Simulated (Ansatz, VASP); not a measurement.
One calculation of PtS2, two programs

```xyz
3
Lattice="3.4574 0.0000 0.0000 -1.7287 2.9942 0.0000 0.0000 0.0000 4.9855" Properties=species:S:1:pos:R:3 pbc="T T T"
Pt    0.0000    0.0000    0.0000
S     0.0000    1.9961    1.2662
S     1.7287    0.9981    3.7193
```

Change from the starting cell: hydrostatic strain -2.7%.

Alike in both runs: task single point; functional PBE; k mesh 12 × 12 × 6; occupations fermi-dirac, width 0.02 eV; no spin polarisation.

```csv
,VASP,Ansatz
version,VASP 6.6.1,Ansatz 0.2.0
potentials or method,"VASP PAW PBE potentials, release 64 (Pt_sv_GW, S)","plane waves, PAW"
plane-wave cutoff (eV),570,420
valence electrons in the cell,30,30
```

Ansatz gave:

| Item | Value |
| --- | --- |
| pressure (GPa) | 11.1 |
| traceless stress, the component that is largest in VASP (GPa) | -5.27 |
| rms of the force components (eV/Å) | 0.070 |

Task: Estimate VASP's values.

Result: Pressure (GPa): 10.2; traceless stress, the component that is largest in VASP (GPa): -5.16; rms of the force components (eV/Å): 0.054.

Atom by atom the forces differ by 0.016 eV/Å (rms over components).

Spin-orbit coupling is off throughout.
